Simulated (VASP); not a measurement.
# Fe (Im-3m) in VASP: further runs

The runs below take Fe through single point, with r2SCAN.

Program: VASP 6.6.1. These are calculated values, not measurements. Logs are shortened: lines on timing, memory, paths and dates and some standing lists are left out, and cuts for length are marked.

### 1 The cell of the first run

It takes space group Im-3m (No. 229, cubic). Conventional cell: a = 2.869 Å, b = 2.869 Å, c = 2.869 Å, α = 90.00°, β = 90.00°, γ = 90.00°. Within 3.3 Å of Fe (site symmetry m-3m) lie 14 Fe at 2.48 to 2.87 Å.

### 2 Single point, r2SCAN, collinear spin, ferromagnetic start

Contents of POSCAR:

```
Fe
1.0
   -1.4345540696      1.4345540696      1.4345540696
    1.4345540696     -1.4345540696      1.4345540696
    1.4345540696      1.4345540696     -1.4345540696
Fe
1
Direct
    0.0000000000      0.0000000000      0.0000000000
```

Contents of INCAR.step1:

```
PREC = Accurate
ENCUT = 520
ISMEAR = -1
SIGMA = 0.05
LREAL = F
LASPH = T
NELM = 150
ISPIN = 2
MAGMOM = 2.804
LMAXMIX = 4
NBANDS = 14
GGA = PE
ALGO = Normal
EDIFF = 1E-4
LWAVE = T
LCHARG = F
```

Contents of INCAR.step2:

```
PREC = Accurate
ENCUT = 520
EDIFF = 1E-6
ISMEAR = -1
SIGMA = 0.05
LREAL = F
LASPH = T
NELM = 150
ALGO = Normal
ISIF = 2
LWAVE = F
LCHARG = F
ISPIN = 2
MAGMOM = 2.804
LORBIT = 11
LMAXMIX = 4
METAGGA = R2SCAN
LMIXTAU = T
NBANDS = 14
ISTART = 1
```

Contents of KPOINTS:

```
regular mesh
0
Gamma
  22 22 22
```

Potentials or basis: VASP PAW PBE potentials, release 64 (Fe).

On the command line:

```bash
cat potpaw_PBE.64/Fe/POTCAR > POTCAR
cp INCAR.step1 INCAR
mpirun -np 1 vasp_std > vasp.out
cp INCAR.step2 INCAR
mpirun -np 1 vasp_std > vasp.out
```

OUTCAR:

```text
PREC = Accurate
   ENCUT = 520
   EDIFF = 1E-6
   ISMEAR = -1
   LREAL = F
   LASPH = T
   NELM = 150
   ISIF = 2
   ISPIN = 2
   LORBIT = 11
   METAGGA = R2SCAN
   ISTART = 1

 ion  position               nearest neighbor table
   1  0.000  0.000  0.000-

  LATTYP: Found a body centered cubic cell.
 ALAT       =     2.8691081392

  Lattice vectors:

 A1 = (  -1.4345540696,   1.4345540696,   1.4345540696)
 A2 = (   1.4345540696,  -1.4345540696,   1.4345540696)
 A3 = (   1.4345540696,   1.4345540696,  -1.4345540696)

Analysis of symmetry for initial positions (statically):
=====================================================================
 Subroutine PRICEL returns:
 Original cell was already a primitive cell.

 Routine SETGRP: Setting up the symmetry group for a
 body centered cubic supercell.

 Subroutine GETGRP returns: Found 48 space group operations
 (whereof 48 operations were pure point group operations)
 out of a pool of 48 trial point group operations.

The static configuration has the point symmetry O_h .

Analysis of symmetry for dynamics (positions and initial velocities):
=====================================================================
 Subroutine PRICEL returns:
 Original cell was already a primitive cell.

 Routine SETGRP: Setting up the symmetry group for a
 body centered cubic supercell.

 Subroutine GETGRP returns: Found 48 space group operations
 (whereof 48 operations were pure point group operations)
 out of a pool of 48 trial point group operations.

The dynamic configuration has the point symmetry O_h .

Analysis of structural, dynamic, and magnetic symmetry:
=====================================================================
 Subroutine PRICEL returns:
 Original cell was already a primitive cell.

 Routine SETGRP: Setting up the symmetry group for a
 body centered cubic supercell.

 Subroutine GETGRP returns: Found 48 space group operations
 (whereof 48 operations were pure point group operations)
 out of a pool of 48 trial point group operations.

The overall configuration has the point symmetry O_h .

 Subroutine INISYM returns: Found 48 space group operations
 (whereof 48 operations are pure point group operations),
 and found     1 'primitive' translations

----------------------------------------------------------------------------------------

                                     Primitive cell

  volume of cell :      11.8089

  direct lattice vectors                    reciprocal lattice vectors
    -1.434554070  1.434554070  1.434554070     0.000000000  0.348540366  0.348540366
     1.434554070 -1.434554070  1.434554070     0.348540366  0.000000000  0.348540366
     1.434554070  1.434554070 -1.434554070     0.348540366  0.348540366  0.000000000

  length of vectors
     2.484720535  2.484720535  2.484720535     0.492910512  0.492910512  0.492910512

  position of ions in fractional coordinates (direct lattice)
     0.000000000  0.000000000  0.000000000

  ion indices of the primitive-cell ions
   primitive index   ion index
                 1           1

----------------------------------------------------------------------------------------

 KPOINTS: regular mesh

Automatic generation of k-mesh.
 Grid dimensions read from file:
 generate k-points for:   22   22   22

 Generating k-lattice:

  Cartesian coordinates                     Fractional coordinates (reciprocal lattice)
     0.000000000  0.015842744  0.015842744     0.045454545  0.000000000  0.000000000
     0.015842744  0.000000000  0.015842744     0.000000000  0.045454545  0.000000000
     0.015842744  0.015842744  0.000000000     0.000000000  0.000000000  0.045454545

  Length of vectors
     0.022405023  0.022405023  0.022405023

  Shift w.r.t. Gamma in fractional coordinates (k-lattice)
     0.000000000  0.000000000  0.000000000

 Subroutine IBZKPT returns following result:
 ===========================================

 Found    328 irreducible k-points:

 Following reciprocal coordinates:
            Coordinates               Weight
  0.000000  0.000000  0.000000      1.000000
  0.045455  0.000000  0.000000     12.000000
  0.090909  0.000000  0.000000     12.000000
  0.136364  0.000000  0.000000     12.000000
  0.181818  0.000000  0.000000     12.000000
  0.227273  0.000000  0.000000     12.000000
[... 16 lines left out ...]
  0.090909  0.090909  0.000000     24.000000
  0.136364  0.090909  0.000000     48.000000
 [... further k-points ...]
   k-points           NKPTS =    328   k-points in BZ     NKDIM =    328   number of bands    NBANDS=     14
   number of dos      NEDOS =    301   number of ions     NIONS =      1
   total plane-waves  NPLWV =   5832
   dimension x,y,z NGX =    18 NGY =   18 NGZ =   18
   dimension x,y,z NGXF=    36 NGYF=   36 NGZF=   36
   ions per type =               1
   NGX,Y,Z   is equivalent  to a cutoff of  12.04, 12.04, 12.04 a.u.
   NGXF,Y,Z  is equivalent  to a cutoff of  24.09, 24.09, 24.09 a.u.
 SYSTEM =  unknown system
   PREC   = accura    normal or accurate (medium, high low for compatibility)
   ISTART =      1    job   : 0-new  1-cont  2-samecut
   ICHARG =      0    charge: 1-file 2-atom 10-const
   ISPIN  =      2    spin polarized calculation?
   LNONCOLLINEAR =      F non collinear calculations
   LSORBIT =      F    spin-orbit coupling
   LASPH  =      T    aspherical Exc in radial PAW
   ENCUT  =  520.0 eV  38.22 Ry    6.18 a.u.   4.62  4.62  4.62*2*pi/ulx,y,z
   NELM   =    150;   NELMIN=  2; NELMDL=  0     # of ELM steps
   EDIFF  = 0.1E-05   stopping-criterion for ELM
   LREAL  =      F    real-space projection
   EDIFFG = 0.1E-04   stopping-criterion for IOM
   NSW    =      0    number of steps for IOM
   IBRION =     -1    ionic relax: 0-MD 1-quasi-New 2-CG
   NFREE  =      0    steps in history (QN), initial steepest desc. (CG)
   ISIF   =      2    stress and relaxation
   ISYM   =      2    0-nonsym 1-usesym 2-fastsym
   POTIM  = 0.5000    time-step for ionic-motion
   TEBEG  =    0.0;   TEEND  =   0.0 temperature during run
   PSTRESS=    0.0 pullay stress
   NELECT =       8.0000    total number of electrons
   NUPDOWN=      -1.0000    fix difference up-down
   EMIN   =  10.00;   EMAX   =-10.00  energy-range for DOS
   EFERMI =   0.00;   METHOD = LEGACY
   ISMEAR =    -1;   SIGMA  =   0.05  broadening in eV -4-tet -1-fermi 0-gaus
   EFERMI_NEDOS =   21; number of points for ismear=-14 and -15
   IALGO  =     38    algorithm
   IMIX   =      4    mixing-type and parameters
     AMIX     =   0.40;   BMIX     =  1.00
     AMIX_MAG =   1.60;   BMIX_MAG =  1.00
  volume/ion in A,a.u.               =      11.81        79.69
  Fermi-wavevector in a.u.,A,eV,Ry     =   1.437809  2.717065 28.127258  2.067295
  Thomas-Fermi vector in A             =   2.556846
   LORBIT       =     11    0 simple, 1 ext, 2 COOP (PROOUT), +10 PAW based schemes
   METAGGA = R2SCAN    functional components
   LHFCALC =     F    Hartree Fock is set to
   AEXX    =    0.0000 exact exchange contribution
   IVDW    =     0    specifies the selected vdW correction
   LEPSILON=     F    determine dielectric tensor
   LRPA    =     F    only Hartree local field effects (RPA)
 spin polarized calculation
  energy-cutoff  :      520.00
  volume of cell :       11.81
 maximum number of plane-waves:       331
   NGX =  9   NGY =  9   NGZ =  9

 number of electron       7.9999996 magnetization       2.6594548

 Free energy of the ion-electron system (eV)
  ---------------------------------------------------
  ext. energy  EPLUGINS =         0.00000000
  ---------------------------------------------------
  free energy    TOTEN  =       -14.36198869 eV

  energy without entropy =      -14.35595300  energy(sigma->0) =      -14.35897084

 E-fermi :   5.4549     XC(G=0): -14.0009

 val. band max:        5.4542215106   @ k =  -0.1818   0.2727   0.0909
 cond. band min:       5.4589420357   @ k =   0.1364   0.0909   0.0000
 fundamental gap:      0.0047205251
 Fermi energy:         5.4548548391

 spin component 1

 k-point     1 :       0.0000    0.0000    0.0000
  band No.  band energies     occupation
      1      -3.0296      1.00000
      2       2.3771      1.00000
      3       2.3772      1.00000
      4       2.3772      1.00000
      5       3.5770      1.00000
      6       3.5771      1.00000
      7      31.0554      0.00000
      8      31.0554      0.00000
      9      31.0554      0.00000
     10      35.8739      0.00000
     11      35.8739      0.00000
     12      37.5191      0.00000
     13      37.5191      0.00000
     14      37.5198      0.00000
[... 375 lines left out ...]
 k-point    24 :       0.1364    0.0909    0.0000
  band No.  band energies     occupation
      1      -1.5108      1.00000
      2       2.0901      1.00000
      3       2.2012      1.00000
      4       3.2139      1.00000
      5       3.3371      1.00000
      6       3.6532      1.00000
      7      24.5593      0.00000
      8      26.3072      0.00000
      9      30.0719      0.00000
     10      31.1839      0.00000
     11      34.6581      0.00000
     12      35.9087      0.00000
     13      39.7212      0.00000
     14      40.2113      0.00000

 [... further k-points ...]

 spin component 2

 k-point     1 :       0.0000    0.0000    0.0000
  band No.  band energies     occupation
      1      -3.6514      1.00000
      2       5.8206      0.00067
      3       5.8206      0.00066
      4       5.8206      0.00066
      5       8.0164      0.00000
      6       8.0164      0.00000
      7      30.6925      0.00000
      8      30.6926      0.00000
      9      30.6926      0.00000
     10      36.4692      0.00000
     11      36.4692      0.00000
     12      39.3008      0.00000
     13      39.3008      0.00000
     14      39.3012      0.00000
[... 375 lines left out ...]
 k-point    24 :       0.1364    0.0909    0.0000
  band No.  band energies     occupation
      1      -2.0345      1.00000
      2       5.3641      0.85992
      3       5.4589      0.47958
      4       6.7601      0.00000
      5       7.5904      0.00000
      6       8.1145      0.00000
      7      25.1365      0.00000
      8      26.8717      0.00000
      9      31.1466      0.00000
     10      31.8196      0.00000
     11      35.6292      0.00000
     12      37.3669      0.00000
     13      41.1947      0.00000
     14      41.3366      0.00000

 [... further k-points ...]

------------------------ aborting loop because EDIFF is reached ----------------------------------------

  FORCE on cell =-STRESS in cart. coord.  units (eV):
  Direction    XX          YY          ZZ          XY          YZ          ZX
  --------------------------------------------------------------------------------------
  -------------------------------------------------------------------------------------
  Total       -0.0676754     -0.0676754     -0.0676754      0.0000000      0.0000000     -0.0000000
  in kB       -9.1818565     -9.1818565     -9.1818565      0.0000000      0.0000000     -0.0000000
  external PRESSURE =      -9.1818565 kB  Pullay stress =       0.0000000 kB

 VOLUME and BASIS-vectors are now :
 -----------------------------------------------------------------------------
  energy-cutoff  :      520.00
  volume of cell :       11.81
      direct lattice vectors                 reciprocal lattice vectors
    -1.434554070  1.434554070  1.434554070     0.000000000  0.348540366  0.348540366
     1.434554070 -1.434554070  1.434554070     0.348540366  0.000000000  0.348540366
     1.434554070  1.434554070 -1.434554070     0.348540366  0.348540366  0.000000000

 POSITION                                       TOTAL-FORCE (eV/Angst)
 -----------------------------------------------------------------------------------
      0.00000      0.00000      0.00000        -0.000000      0.000000     -0.000000
 -----------------------------------------------------------------------------------
    total drift:                                0.000000      0.000000      0.000000

  FREE ENERGIE OF THE ION-ELECTRON SYSTEM (eV)
  ---------------------------------------------------
  free  energy   TOTEN  =       -14.3619886894 eV

  energy  without entropy=      -14.3559530005  energy(sigma->0) =      -14.35897084

 total charge

# of ion       s       p       d       tot
------------------------------------------
    1        0.478   0.548   6.167   7.192

 magnetization (x)

# of ion       s       p       d       tot
------------------------------------------
    1       -0.012  -0.117   2.859   2.730
```

It took 6.6 min on 1 thread of Intel Xeon 8259CL, shared host; peak memory 0.19 GiB.

Results:

| Item | Value |
| --- | --- |
| Free energy | -14.3620 eV |
| Pressure | -0.9 GPa |
| Net moment | 2.66 μB per cell |
| Site moments | Fe +2.73 μB |
| Valence electrons inside the program's atomic spheres | Fe 7.19 |

Caveat: the PAW data sets were made with another functional, which shifts forces and pressure a little.

### 3 Single point, r2SCAN, collinear spin, ferromagnetic start

POSCAR is that of step 2.

Contents of INCAR.step1:

```
SYSTEM = Fe
ALGO = Normal ; EDIFF = 1E-4
ENCUT = 520 ; GGA = PE
ISMEAR = -1 ; ISPIN = 2
LASPH = .TRUE. ; LCHARG = .FALSE.
LMAXMIX = 4 ; LREAL = .FALSE.
LWAVE = .TRUE. ; MAGMOM = 2.804
NBANDS = 14 ; NELM = 150
PREC = Accurate ; SIGMA = 0.05
```

Contents of INCAR.step2:

```
SYSTEM = Fe
ALGO = Normal ; EDIFF = 1E-6
ENCUT = 520 ; ISIF = 2
ISMEAR = -1 ; ISPIN = 2
ISTART = 1 ; LASPH = .TRUE.
LCHARG = .TRUE. ; LELF = .TRUE.
LMAXMIX = 4 ; LMIXTAU = .TRUE.
LORBIT = 11 ; LREAL = .FALSE.
LVHAR = .TRUE. ; LWAVE = .FALSE.
MAGMOM = 2.804 ; METAGGA = R2SCAN
NBANDS = 14 ; NELM = 150
PREC = Accurate ; SIGMA = 0.05
```

Contents of KPOINTS:

```
k-points
0
G
  25 25 25
  0 0 0
```

Potentials or basis: VASP PAW PBE potentials, release 64 (Fe).

On the command line:

```bash
cat potpaw_PBE.64/Fe/POTCAR > POTCAR
cp INCAR.step1 INCAR
mpirun -np 1 vasp_std > vasp.out
cp INCAR.step2 INCAR
mpirun -np 1 vasp_std > vasp.out
```

Wall time 11 min (1 thread of Intel Xeon 8259CL, shared host); peak memory 0.22 GiB.

Results (log left out):

| Quantity | Value |
| --- | --- |
| Free energy | -14.3617 eV |
| Pressure | -1.1 GPa |
| Net moment | 2.65 μB per cell |
| Site moments | Fe +2.72 μB |
| Valence electrons inside the program's atomic spheres | Fe 7.19 |

Levels at points of the mesh, in eV from the Fermi level:
Spin up:
```tsv
k point	band 2	band 3	band 4	band 5	band 6	band 7	band 8	band 9
(0.00, 0.00, 0.00)	-3.07	-3.07	-3.07	-1.87	-1.87	25.60	25.60	25.60
```
Spin down:
| k point | band 1 | band 2 | band 3 | band 4 | band 5 | band 6 | band 7 |
| --- | --- | --- | --- | --- | --- | --- | --- |
| (0.00, 0.00, 0.00) | -9.11 | 0.35 | 0.35 | 0.35 | 2.56 | 2.56 | 25.24 |

Caveat: the PAW data sets were made with another functional, which shifts forces and pressure a little.
